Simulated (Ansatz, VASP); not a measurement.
**Two plane-wave programs on MgB2**

The input INCAR:

```
SYSTEM = MgB2
PREC = Accurate
ENCUT = 520
EDIFF = 1E-7
ISMEAR = 0
SIGMA = 0.1
LREAL = .False.
LASPH = .True.
NELM = 80
ALGO = Normal
ISIF = 2
LWAVE = .False.
LCHARG = .False.
GGA = PS
NBANDS = 11
```

Contents of KPOINTS:

```
regular mesh
0
Gamma
  14 14 10
  0 0 0
```

The input POSCAR:

```
MgB2
1.0
    3.1534260212      0.0153633035      0.0081444019
   -1.5634079995      2.7427152873     -0.0033241280
    0.0093007200      0.0009864400      3.6283377000
Mg B
1 2
Direct
   -0.0053009084      0.0062020692     -0.0054640931
    0.3317579509      0.6571820297      0.5005109282
    0.6735429574      0.3366159010      0.5049531649
```

Input for Ansatz:

```yaml
crystal:
  lattice:
    - [3.1534260212, 0.0153633035, 0.0081444019]
    - [-1.5634079995, 2.7427152873, -0.003324128]
    - [0.00930072, 0.00098644, 3.6283377]
  atoms:
    - { symbol: Mg, position: [-0.0053009084, 0.0062020692, -0.0054640931] }
    - { symbol: B, position: [0.3317579509, 0.6571820297, 0.5005109282] }
    - { symbol: B, position: [0.6735429574, 0.336615901, 0.5049531649] }
basis:
  ecutwfc: 420
kpoints:
  mp_grid: { grid: [14, 14, 10] }
hamiltonian:
  xc: pbesol
scf:
  occupations: { method: gaussian, width: 0.1 }
output:
  forces: true
  stress: true
  eigenvalues: true
```

Change from the starting cell: all atoms moved at random, cell strained at random.

Alike in both runs: task single point; functional PBEsol; k mesh 14 × 14 × 10; occupations gaussian, width 0.1 eV; no spin polarisation.

```csv
,VASP,Ansatz
version,VASP 6.6.1,Ansatz 0.2.0
potentials or method,"VASP PAW PBE potentials, release 64 (Mg, B), cutoff 520 eV","scalar-relativistic, plane waves, PAW"
valence electrons in the cell,8,16
```

Ansatz gave:

```
gap on the k mesh at the Fermi level (eV)                     : none
pressure (GPa)                                                : -12.8
traceless stress, the component that is largest in VASP (GPa) : -2.68
rms of the force components (eV/Å)                            : 0.116
```

Question: Which values does VASP return?

Answer: gap on the k mesh at the Fermi level (eV): none; pressure (GPa): -12.9; traceless stress, the component that is largest in VASP (GPa): -2.63; rms of the force components (eV/Å): 0.117.

VASP's potentials were made for PBE, not for PBEsol. Atom by atom the forces differ by 0.001 eV/Å (rms over components). A gap of «none» marks a metal or a gap that the smearing closes. The functional is the same, so the differences come from potentials, cutoffs and numerics. VASP's potentials hold 8 valence electrons a cell and Ansatz's 16, so a difference there can come from the potentials and not from the codes.
